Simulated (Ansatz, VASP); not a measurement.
## Two plane-wave programs on TaN

File INCAR:

```
SYSTEM = TaN
ALGO     = Normal         ! electronic algorithm
EDIFF    = 1E-6           ! SCF threshold, eV
ENCUT    = 520            ! plane-wave cutoff, eV
GGA      = CA             ! functional
ISIF     = 2              ! what is computed and relaxed
ISMEAR   = 0              ! smearing method
ISPIN    = 2              ! spin polarisation
LASPH    = .True.         ! aspherical terms in the spheres
LCHARG   = .False.        ! write CHGCAR
LDAU     = .True.         ! DFT+U
LDAUJ    = 0 0          
LDAUL    = 2 -1           ! shell
LDAUPRINT= 1            
LDAUTYPE = 2            
LDAUU    = 7 0            ! U, eV
LMAXMIX  = 4              ! l up to which the mixer works
LORBIT   = 11             ! projections on sites
LREAL    = .False.        ! projectors in reciprocal space
LWAVE    = .False.        ! write WAVECAR
MAGMOM   = 2 2 0 0        ! initial moments
NBANDS   = 28             ! bands
NELM     = 150            ! most SCF steps
PREC     = Accurate       ! precision mode
SIGMA    = 0.05           ! smearing width, eV
```

The input KPOINTS:

```
k-points
0
Gamma
  7 7 7
  0 0 0
```

File POSCAR:

```
TaN
1.0
    0.0000000000      2.1790013100      2.1790013100
    4.3580026200      2.1790013100      2.1790013100
    4.3580026200      4.3580026200      0.0000000000
Ta N
2 2
Direct
    0.5000000000      0.5000000000      0.0000000000
    0.5000000000      0.5000000000      0.5000000000
    0.0000000000      0.0000000000      0.0000000000
    0.0000000000      0.0000000000      0.5000000000
```

Input for Ansatz:

```yaml
crystal:
  lattice:
    - [0.0, 2.17900131, 2.17900131]
    - [4.35800262, 2.17900131, 2.17900131]
    - [4.35800262, 4.35800262, 0.0]
  atoms:
    - { symbol: Ta, position: [0.5, 0.5, 0.0], spin: 2.0 }
    - { symbol: "N", position: [0.0, 0.0, 0.0] }
    - { symbol: Ta, position: [0.5, 0.5, 0.5], spin: 2.0 }
    - { symbol: "N", position: [0.0, 0.0, 0.5] }
basis:
  ecutwfc: 420
  ecutrho_ratio: 4
kpoints:
  mp_grid: { grid: [7, 7, 7] }
hamiltonian:
  xc: lda
  hubbard:
    sites: [{ site: 0, l: d, u_eff: 7.0 }, { site: 2, l: d, u_eff: 7.0 }]
scf:
  occupations: { method: gaussian, width: 0.05 }
output:
  forces: true
  stress: true
  eigenvalues: true
  populations: true
  hubbard: { sites: [{ site: 0, l: d }, { site: 2, l: d }] }
magnetization:
  spin_polarized: true
```

Alike in both runs: task single point; functional LDA; k mesh 7 × 7 × 7; occupations gaussian, width 0.05 eV; collinear spin; Hubbard terms Ta d U = 7.0 eV.

```csv
,VASP,Ansatz
version,VASP 6.6.1,Ansatz 0.2.0
potentials or method,"VASP PAW LDA potentials, release 64 (Ta_pv, N), cutoff 520 eV","scalar-relativistic, plane waves, PAW"
valence electrons in the cell,32,36
```

|  | VASP | Ansatz | Ansatz less VASP |
| --- | --- | --- | --- |
| gap on the k mesh at the Fermi level (eV) | none | none | - |
| pressure (GPa) | 22.8 | 25.3 | +2.52 |
| net moment per atom (μB) | 0.00 | 0.02 | +0.019 |

LDA's correlation is that of Perdew and Zunger in VASP and of Perdew and Wang (1992) in Ansatz. The programs project onto different local orbitals, so the same U acts differently, and such runs can settle in different states. A gap of «none» marks a metal or a gap that the smearing closes. VASP's potentials hold 32 valence electrons a cell and Ansatz's 36, so a difference there can come from the potentials and not from the codes. Ansatz's warnings: filled band counts differ across k points, seeded moment not kept, stability check not made.

Spin-orbit coupling is off throughout.
